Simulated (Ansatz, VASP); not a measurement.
Os in VASP and in Ansatz

The input INCAR:

```
SYSTEM = Os
  PREC = Accurate
  ENCUT = 520
  EDIFF = 1E-7
  ISMEAR = -1
  SIGMA = 0.05
  LREAL = .False.
  LASPH = .True.
  NELM = 80
  ALGO = Normal
  ISIF = 2
  LWAVE = .False.
  LCHARG = .False.
  NBANDS = 15
```

The input KPOINTS:

```
regular mesh
0
Gamma
  11 11 6
  0 0 0
```

Contents of POSCAR:

```
Os
1.0
    2.7341000000      0.0000000000      0.0000000000
   -1.3670500000      2.3678000565      0.0000000000
    0.0000000000      0.0000000000      4.3197000000
Os
2
Direct
    0.6666666667      0.3333333333      0.7500000000
    0.3333333333      0.6666666667      0.2500000000
```

input.yaml

```yaml
crystal:
  lattice:
    - [2.7341, 0.0, 0.0]
    - [-1.36705, 2.3678000565, 0.0]
    - [0.0, 0.0, 4.3197]
  atoms:
    - { symbol: Os, position: [0.6666666667, 0.3333333333, 0.75] }
    - { symbol: Os, position: [0.3333333333, 0.6666666667, 0.25] }
kpoints:
  mp_grid: { grid: [11, 11, 6] }
  band_path:
    path:
      - [0.0, 0.0, 0.0]
      - [0.5, 0.0, 0.0]
      - [0.3333333333, 0.3333333333, 0.0]
      - [0.0, 0.0, 0.0]
      - [0.0, 0.0, 0.5]
      - [0.5, 0.0, 0.5]
      - [0.3333333333, 0.3333333333, 0.5]
      - [0.0, 0.0, 0.5]
    npoints: 6
scf:
  occupations: { method: fermi_dirac, width: 0.05 }
hamiltonian:
  xc: lda
  pseudopotentials: { kind: all_electron, lapw: { basis_error: 0.001 } }
output:
  forces: true
  stress: true
  eigenvalues: true
```

Alike in both runs: functional LDA; k mesh 11 × 11 × 6; occupations fermi-dirac, width 0.05 eV; no spin polarisation.

|  | VASP | Ansatz |
| --- | --- | --- |
| version | VASP 6.6.1 | Ansatz 0.2.0 |
| potentials or method | VASP PAW LDA potentials, release 64 (Os), cutoff 520 eV | all-electron LAPW, scalar-relativistic |
| task | single point | band structure |

|  | VASP | Ansatz | Ansatz less VASP |
| --- | --- | --- | --- |
| gap on the k mesh at the Fermi level (eV) | none | none | - |
| pressure (GPa) | -7.9 | -8.6 | -0.78 |
| traceless stress, the component that is largest in VASP (GPa) | -0.41 | -0.32 | +0.089 |

LDA's correlation is that of Perdew and Zunger in VASP and of Perdew and Wang (1992) in Ansatz. A gap of «none» marks a metal or a gap that the smearing closes. Ansatz ran all-electron here, and VASP with PAW potentials.

Spin-orbit coupling is off throughout.
